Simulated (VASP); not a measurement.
A run of VASP 6.6.1:

File POSCAR:

```
NbRu
1.0
    3.1518361848      0.0000000000      0.0000000000
    0.0000000000      3.1518361848      0.0000000000
    0.0000000000      0.0000000000      3.1518361848
Nb Ru
1 1
Direct
    0.0000000000      0.0000000000      0.0000000000
    0.5000000000      0.5000000000      0.5000000000
```

File INCAR.step1:

```
PREC     = Accurate       # precision mode
ENCUT    = 600            # plane-wave cutoff, eV
ISMEAR   = -1             # smearing method
SIGMA    = 0.05           # smearing width, eV
LREAL    = F              # projectors in reciprocal space
LASPH    = T              # aspherical terms in the spheres
NELM     = 100            # most SCF steps
GGA      = PE             # functional
ALGO     = Normal         # electronic algorithm
EDIFF    = 1E-4           # SCF threshold, eV
LWAVE    = T              # write WAVECAR
LCHARG   = F              # write CHGCAR
```

Contents of INCAR.step2:

```
PREC     = Accurate       # precision mode
ENCUT    = 600            # plane-wave cutoff, eV
EDIFF    = 1E-6           # SCF threshold, eV
ISMEAR   = -1             # smearing method
SIGMA    = 0.05           # smearing width, eV
LREAL    = F              # projectors in reciprocal space
LASPH    = T              # aspherical terms in the spheres
NELM     = 100            # most SCF steps
ALGO     = Normal         # electronic algorithm
ISIF     = 3              # what is computed and relaxed
LWAVE    = F              # write WAVECAR
LCHARG   = F              # write CHGCAR
METAGGA  = R2SCAN         # meta-GGA
LMIXTAU  = T            
IBRION   = 2              # ionic algorithm
NSW      = 100            # ionic steps
EDIFFG   = -0.005         # ionic threshold
ISTART   = 1
```

File KPOINTS:

```
Automatic mesh
0
Gamma
  10 10 10
```

Potentials or basis: VASP PAW PBE potentials, release 64 (Nb_sv, Ru_pv).

Run with:

```sh
$ cat potpaw_PBE.64/Nb_sv/POTCAR potpaw_PBE.64/Ru_pv/POTCAR > POTCAR
$ cp INCAR.step1 INCAR
$ mpirun -np 1 vasp_std > vasp.out
$ cp INCAR.step2 INCAR
$ mpirun -np 1 vasp_std > vasp.out
```

Hardware: 1 thread of Intel(R) Xeon(R) Platinum 8259CL CPU @ 2.50GHz (Skylake/Cascade Lake), on a shared host.

**Question.** How long does it take, and how much memory?

**Answer.** It took 5.9 min on 1 thread of Intel(R) Xeon(R) Platinum 8259CL CPU @ 2.50GHz (Skylake/Cascade Lake), on a shared host, peak memory 0.19 GiB. Counts: k points 56, ion steps 3.
